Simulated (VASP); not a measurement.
# ZnSnP2 (I-42d) in VASP: a series of runs

The runs below take ZnSnP2 through single point, relaxation of the atoms, with r2SCAN.

Program: VASP 6.6.1. These are calculated values, not measurements. Logs are shortened: lines on timing, memory, paths and dates and some standing lists are left out, and cuts for length are marked.

### Step 1. The cell of the first run

The structure is tetragonal, space group I-42d (No. 122). The conventional cell has a = 5.740 Å, b = 5.740 Å, c = 11.480 Å, α = 90.00°, β = 90.00°, γ = 90.00°. Within 3.4 Å of Sn (site symmetry -4) lie 4 P at 2.55 Å. Within 3.2 Å of P (site symmetry 2) lie 2 Zn at 2.42 Å and 2 Sn at 2.55 Å. Within 3.2 Å of Zn (site symmetry -4) lie 4 P at 2.42 Å.

### Step 2. Single point, r2SCAN

File POSCAR:

```
ZnSnP2
1.0
    0.0000000000      5.7398080000      0.0000000000
    5.7398080000      0.0000000000      0.0000000000
    2.8699040000      2.8699040000     -5.7398080000
Sn P Zn
2 4 2
Direct
    0.5000000000      0.5000000000      0.0000000000
    0.2500000000      0.7500000000      0.5000000000
    0.3750000000      0.3551863325      0.7500000000
    0.6448136675      0.1250000000      0.2500000000
    0.8750000000      0.8948136675      0.7500000000
    0.1051863325      0.6250000000      0.2500000000
    0.0000000000      0.0000000000      0.0000000000
    0.7500000000      0.2500000000      0.5000000000
```

File INCAR.step1:

```
  ALGO = Normal
  EDIFF = 1E-5
  ENCUT = 550
  GGA = PE
  GGA_COMPAT = F
  ISMEAR = -1
  LASPH = T
  LCHARG = F
  LREAL = F
  LWAVE = T
  NBANDS = 46
  NELM = 120
  PREC = Accurate
  SIGMA = 0.1
```

File INCAR.step2:

```
  ALGO = Normal
  EDIFF = 1E-6
  ENCUT = 550
  GGA_COMPAT = F
  ISIF = 2
  ISMEAR = -1
  ISTART = 1
  LASPH = T
  LCHARG = F
  LMIXTAU = T
  LREAL = F
  LWAVE = F
  METAGGA = R2SCAN
  NBANDS = 46
  NELM = 120
  PREC = Accurate
  SIGMA = 0.1
```

File KPOINTS:

```
k-points
0
Gamma
  5 5 5
```

Potentials or basis: VASP PAW PBE potentials, release 64 (Sn_d, P, Zn).

Launch:

```sh
> cat potpaw_PBE.64/Sn_d/POTCAR potpaw_PBE.64/P/POTCAR potpaw_PBE.64/Zn/POTCAR > POTCAR
> cp INCAR.step1 INCAR
> mpirun -np 1 vasp_std > vasp.out
> cp INCAR.step2 INCAR
> mpirun -np 1 vasp_std > vasp.out
```

OUTCAR:

```text
EDIFF = 1E-6
   ENCUT = 550
   ISIF = 2
   ISMEAR = -1
   ISTART = 1
   LASPH = T
   LREAL = F
   METAGGA = R2SCAN
   NELM = 120
   PREC = Accurate

 ion  position               nearest neighbor table
   1  0.500  0.500  0.000-   3 2.55   4 2.55   5 2.55   6 2.55
   2  0.250  0.750  0.500-   3 2.55   4 2.55   5 2.55   6 2.55
   3  0.375  0.355  0.750-   7 2.42   8 2.42   1 2.55   2 2.55
   4  0.645  0.125  0.250-   7 2.42   8 2.42   1 2.55   2 2.55
   5  0.875  0.895  0.750-   7 2.42   8 2.42   1 2.55   2 2.55
   6  0.105  0.625  0.250-   7 2.42   8 2.42   1 2.55   2 2.55
   7  0.000  0.000  0.000-   3 2.42   4 2.42   5 2.42   6 2.42
   8  0.750  0.250  0.500-   3 2.42   4 2.42   5 2.42   6 2.42

  LATTYP: Found a body centered tetragonal cell.
 ALAT       =     5.7398080000
 C/A-ratio  =     2.0000000000

  Lattice vectors:

 A1 = (  -2.8699040000,   2.8699040000,   5.7398080000)
 A2 = (   2.8699040000,  -2.8699040000,   5.7398080000)
 A3 = (   2.8699040000,   2.8699040000,  -5.7398080000)

Analysis of symmetry for initial positions (statically):
=====================================================================
 Subroutine PRICEL returns:
 Original cell was already a primitive cell.

 Routine SETGRP: Setting up the symmetry group for a
 body centered tetragonal supercell.

 Subroutine GETGRP returns: Found  8 space group operations
 (whereof  4 operations were pure point group operations)
 out of a pool of 16 trial point group operations.

The static configuration has the point symmetry S_4 .
 The point group associated with its full space group is D_2d.

Analysis of symmetry for dynamics (positions and initial velocities):
=====================================================================
 Subroutine PRICEL returns:
 Original cell was already a primitive cell.

 Routine SETGRP: Setting up the symmetry group for a
 body centered tetragonal supercell.

 Subroutine GETGRP returns: Found  8 space group operations
 (whereof  4 operations were pure point group operations)
 out of a pool of 16 trial point group operations.

The dynamic configuration has the point symmetry S_4 .
 The point group associated with its full space group is D_2d.

 Subroutine INISYM returns: Found  8 space group operations
 (whereof  4 operations are pure point group operations),
 and found     1 'primitive' translations

----------------------------------------------------------------------------------------

                                     Primitive cell

  volume of cell :     189.1002

  direct lattice vectors                    reciprocal lattice vectors
     0.000000000  5.739808000  0.000000000     0.000000000  0.174221856  0.087110928
     5.739808000  0.000000000  0.000000000     0.174221856  0.000000000  0.087110928
     2.869904000  2.869904000 -5.739808000     0.000000000  0.000000000 -0.174221856

  length of vectors
     5.739808000  5.739808000  7.029800411     0.194785956  0.194785956  0.174221856

  position of ions in fractional coordinates (direct lattice)
     0.500000000  0.500000000  0.000000000
     0.250000000  0.750000000  0.500000000
     0.375000000  0.355186332  0.750000000
     0.644813668  0.125000000  0.250000000
     0.875000000  0.894813668  0.750000000
     0.105186332  0.625000000  0.250000000
     0.000000000  0.000000000  0.000000000
     0.750000000  0.250000000  0.500000000

  ion indices of the primitive-cell ions
   primitive index   ion index
                 1           1
                 2           2
                 3           3
                 4           4
                 5           5
                 6           6
                 7           7
                 8           8

----------------------------------------------------------------------------------------

 KPOINTS: k-points

Automatic generation of k-mesh.
 Grid dimensions read from file:
 generate k-points for:    5    5    5

 Generating k-lattice:

  Cartesian coordinates                     Fractional coordinates (reciprocal lattice)
     0.000000000  0.034844371  0.017422186     0.200000000  0.000000000  0.000000000
     0.034844371  0.000000000  0.017422186     0.000000000  0.200000000  0.000000000
     0.000000000  0.000000000 -0.034844371     0.000000000  0.000000000  0.200000000

  Length of vectors
     0.038957191  0.038957191  0.034844371

  Shift w.r.t. Gamma in fractional coordinates (k-lattice)
     0.000000000  0.000000000  0.000000000

 Subroutine IBZKPT returns following result:
 ===========================================

 Found     18 irreducible k-points:

 Following reciprocal coordinates:
            Coordinates               Weight
  0.000000  0.000000  0.000000      1.000000
  0.200000  0.000000  0.000000      8.000000
  0.400000  0.000000  0.000000      8.000000
  0.200000  0.200000  0.000000      8.000000
  0.400000  0.200000  0.000000     16.000000
 -0.400000  0.200000  0.000000     16.000000
[... 10 lines left out ...]
  0.000000  0.000000  0.400000      2.000000
 -0.200000  0.000000  0.400000      4.000000
   k-points           NKPTS =     18   k-points in BZ     NKDIM =     18   number of bands    NBANDS=     46
   number of dos      NEDOS =    301   number of ions     NIONS =      8
   total plane-waves  NPLWV = 124416
   dimension x,y,z NGX =    48 NGY =   48 NGZ =   54
   dimension x,y,z NGXF=    96 NGYF=   96 NGZF=  108
   ions per type =               2   4   2
   NGX,Y,Z   is equivalent  to a cutoff of  13.90, 13.90, 12.77 a.u.
   NGXF,Y,Z  is equivalent  to a cutoff of  27.81, 27.81, 25.54 a.u.
 SYSTEM =  unknown system
   PREC   = accura    normal or accurate (medium, high low for compatibility)
   ISTART =      1    job   : 0-new  1-cont  2-samecut
   ICHARG =      0    charge: 1-file 2-atom 10-const
   ISPIN  =      1    spin polarized calculation?
   LNONCOLLINEAR =      F non collinear calculations
   LSORBIT =      F    spin-orbit coupling
   LASPH  =      T    aspherical Exc in radial PAW
   ENCUT  =  550.0 eV  40.42 Ry    6.36 a.u.  10.98 10.98 13.44*2*pi/ulx,y,z
   NELM   =    120;   NELMIN=  2; NELMDL=  0     # of ELM steps
   EDIFF  = 0.1E-05   stopping-criterion for ELM
   LREAL  =      F    real-space projection
   EDIFFG = 0.1E-04   stopping-criterion for IOM
   NSW    =      0    number of steps for IOM
   IBRION =     -1    ionic relax: 0-MD 1-quasi-New 2-CG
   NFREE  =      0    steps in history (QN), initial steepest desc. (CG)
   ISIF   =      2    stress and relaxation
   ISYM   =      2    0-nonsym 1-usesym 2-fastsym
   POTIM  = 0.5000    time-step for ionic-motion
   TEBEG  =    0.0;   TEEND  =   0.0 temperature during run
   PSTRESS=    0.0 pullay stress
   NELECT =      72.0000    total number of electrons
   NUPDOWN=      -1.0000    fix difference up-down
   EMIN   =  10.00;   EMAX   =-10.00  energy-range for DOS
   EFERMI =   0.00;   METHOD = LEGACY
   ISMEAR =    -1;   SIGMA  =   0.10  broadening in eV -4-tet -1-fermi 0-gaus
   EFERMI_NEDOS =   21; number of points for ismear=-14 and -15
   IALGO  =     38    algorithm
   IMIX   =      4    mixing-type and parameters
     AMIX     =   0.40;   BMIX     =  1.00
     AMIX_MAG =   1.60;   BMIX_MAG =  1.00
  volume/ion in A,a.u.               =      23.64       159.51
  Fermi-wavevector in a.u.,A,eV,Ry     =   1.186556  2.242266 19.155854  1.407916
  Thomas-Fermi vector in A             =   2.322726
   LORBIT       =      0    0 simple, 1 ext, 2 COOP (PROOUT), +10 PAW based schemes
   METAGGA = R2SCAN    functional components
   LHFCALC =     F    Hartree Fock is set to
   AEXX    =    0.0000 exact exchange contribution
   IVDW    =     0    specifies the selected vdW correction
   LEPSILON=     F    determine dielectric tensor
   LRPA    =     F    only Hartree local field effects (RPA)
 non-spin polarized calculation
  energy-cutoff  :      550.00
  volume of cell :      189.10
 maximum number of plane-waves:      5566
 NGX is ok and might be reduce to    48
   NGX = 21   NGY = 21   NGZ = 27

 number of electron      71.9999975 magnetization

 Free energy of the ion-electron system (eV)
  ---------------------------------------------------
  ext. energy  EPLUGINS =         0.00000000
  ---------------------------------------------------
  free energy    TOTEN  =      -105.29631590 eV

  energy without entropy =     -105.29598301  energy(sigma->0) =     -105.29614945

 E-fermi :   4.6261     XC(G=0):  -9.9652

 val. band max:        4.0436802641   @ k =   0.0000   0.0000   0.0000
 cond. band min:       5.0593058476   @ k =   0.0000   0.0000   0.0000
 fundamental gap:      1.0156255835
 Fermi energy:         4.6261163737

 k-point     1 :       0.0000    0.0000    0.0000
  band No.  band energies     occupation
      1     -18.1202      2.00000
      2     -18.1202      2.00000
      3     -18.1197      2.00000
      4     -18.1013      2.00000
      5     -18.0908      2.00000
      6     -18.0908      2.00000
[... 38 lines left out ...]
     45       9.0580      0.00000
     46       9.1402      0.00000

 k-point     2 :       0.2000    0.0000    0.0000
  band No.  band energies     occupation
      1     -18.1221      2.00000
      2     -18.1188      2.00000
      3     -18.1179      2.00000
      4     -18.1021      2.00000
      5     -18.0934      2.00000
      6     -18.0895      2.00000
[... 38 lines left out ...]
     45       8.8114      0.00000
     46       9.4968      0.00000

 k-point     3 :       0.4000    0.0000    0.0000
  band No.  band energies     occupation
      1     -18.1235      2.00000
      2     -18.1182      2.00000
      3     -18.1144      2.00000
      4     -18.1023      2.00000
      5     -18.0990      2.00000
      6     -18.0878      2.00000
[... 724 lines left out ...]
     45       9.9055      0.00000
     46       9.9055      0.00000

 k-point    18 :      -0.2000    0.0000    0.4000
  band No.  band energies     occupation
      1     -18.1255      2.00000
      2     -18.1236      2.00000
      3     -18.1104      2.00000
      4     -18.1102      2.00000
      5     -18.0884      2.00000
      6     -18.0854      2.00000
[... 38 lines left out ...]
     45       9.5526      0.00000
     46       9.8790      0.00000

------------------------ aborting loop because EDIFF is reached ----------------------------------------

  FORCE on cell =-STRESS in cart. coord.  units (eV):
  Direction    XX          YY          ZZ          XY          YZ          ZX
  --------------------------------------------------------------------------------------
  -------------------------------------------------------------------------------------
  Total       -3.6902699     -3.6902699     -3.5897506      0.0000000      0.0000000      0.0000000
  in kB      -31.2663091    -31.2663091    -30.4146462      0.0000000      0.0000000      0.0000000
  external PRESSURE =     -30.9824215 kB  Pullay stress =       0.0000000 kB

 VOLUME and BASIS-vectors are now :
 -----------------------------------------------------------------------------
  energy-cutoff  :      550.00
  volume of cell :      189.10
      direct lattice vectors                 reciprocal lattice vectors
     0.000000000  5.739808000  0.000000000     0.000000000  0.174221856  0.087110928
     5.739808000  0.000000000  0.000000000     0.174221856  0.000000000  0.087110928
     2.869904000  2.869904000 -5.739808000     0.000000000  0.000000000 -0.174221856

 POSITION                                       TOTAL-FORCE (eV/Angst)
 -----------------------------------------------------------------------------------
      2.86990      2.86990      0.00000         0.000000     -0.000000      0.000000
      5.73981      2.86990     -2.86990         0.000000     -0.000000      0.000000
      4.19113      4.30486     -4.30486         0.015043     -0.000000     -0.000000
      1.43495      4.41858     -1.43495         0.000000     -0.015043      0.000000
      7.28849      7.17476     -4.30486        -0.015043     -0.000000      0.000000
      4.30486      1.32123     -1.43495         0.000000      0.015043      0.000000
      0.00000      0.00000      0.00000         0.000000     -0.000000      0.000000
      2.86990      5.73981     -2.86990         0.000000     -0.000000      0.000000
 -----------------------------------------------------------------------------------
    total drift:                                0.000256      0.000256     -0.000223

  FREE ENERGIE OF THE ION-ELECTRON SYSTEM (eV)
  ---------------------------------------------------
  free  energy   TOTEN  =      -105.2963159008 eV

  energy  without entropy=     -105.2959830064  energy(sigma->0) =     -105.29614945
```

Run time: 10 min. Hardware: 1 thread of Intel Xeon Platinum 8259CL at 2.50GHz (Skylake/Cascade Lake), shared host; peak memory 0.47 GiB.

Results:

```
Free energy            : -105.2963 eV
Pressure               : -3.1 GPa
Largest force          : 0.015 eV/Å
Band gap on the k mesh : 1.02 eV
```

Forces in eV/Å, atoms in the order of the input:
```
Sn   0.000  0.000  0.000
Sn   0.000  0.000  0.000
P    0.015  0.000  0.000
P    0.000 -0.015  0.000
P   -0.015  0.000  0.000
P    0.000  0.015  0.000
Zn   0.000  0.000  0.000
Zn   0.000  0.000  0.000
```

Levels at points of the mesh, in eV from the valence-band top:
```csv
k point,band 32,band 33,band 34,band 35,band 36,band 37,band 38,band 39,band 40,band 41
"(0.00, 0.00, 0.00)",-2.42,-2.42,-0.01,-0.01,0.00,1.02,1.73,1.92,3.64,3.64
```

Caveat: the cell stands under tension; the PAW data sets were made with another functional, which shifts forces and pressure a little; spin-orbit coupling is left out, which moves the levels of the heavy elements; an odd mesh through Γ misses points on the zone boundary, where band edges can lie.

(Continued in part 2 of 2.)
